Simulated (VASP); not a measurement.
Write the native input for VASP 6.6.1 that does the following.

```
Task                   : single point
Functional             : PBE
Potentials or basis    : VASP PAW PBE potentials, release 64 (Sn_d, Te)
Cutoff                 : 500 eV
k mesh                 : 6 × 6 × 6
Occupations            : gaussian, width 0.1 eV
Spin                   : no spin polarisation
Dipole correction      : no
Further INCAR settings : ALGO = Normal; EDIFF = 1e-06; NBANDS = 17
```

The structure of SnTe lies in POSCAR:

```
SnTe
1.0
    0.0000000000      3.1858130700      3.1858130700
    3.1858130700      0.0000000000      3.1858130700
    3.1858130700      3.1858130700      0.0000000000
Sn Te
1 1
Direct
    0.0000000000      0.0000000000      0.0000000000
    0.5000000000      0.5000000000      0.5000000000
```

These files were run (other wordings do the same):

INCAR

```
PREC = Accurate ; ENCUT = 500
EDIFF = 1E-6 ; ISMEAR = 0
SIGMA = 0.1 ; LREAL = False
LASPH = True ; NELM = 120
ALGO = Normal ; ISIF = 2
LWAVE = False ; LCHARG = False
GGA = PE ; NBANDS = 17
GGA_COMPAT = False
```

KPOINTS

```
regular mesh
0
Gamma
  6 6 6
```

Potentials or basis: VASP PAW PBE potentials, release 64 (Sn_d, Te).

Launch:

```console
$ cat potpaw_PBE.64/Sn_d/POTCAR potpaw_PBE.64/Te/POTCAR > POTCAR
$ mpirun -np 1 vasp_std > vasp.out
```

Results of the run:

```json
{"Pressure": "0.7 GPa", "Band gap on the k mesh": "zero (filled and empty bands touch)"}
```

Caveat: semilocal functionals underestimate gaps, and a narrow one can read as zero; spin-orbit coupling is left out, which moves the levels of the heavy elements.

Run time: 37 s on 1 thread of Intel Xeon 8259CL (shared host), peak memory 0.2 GiB.
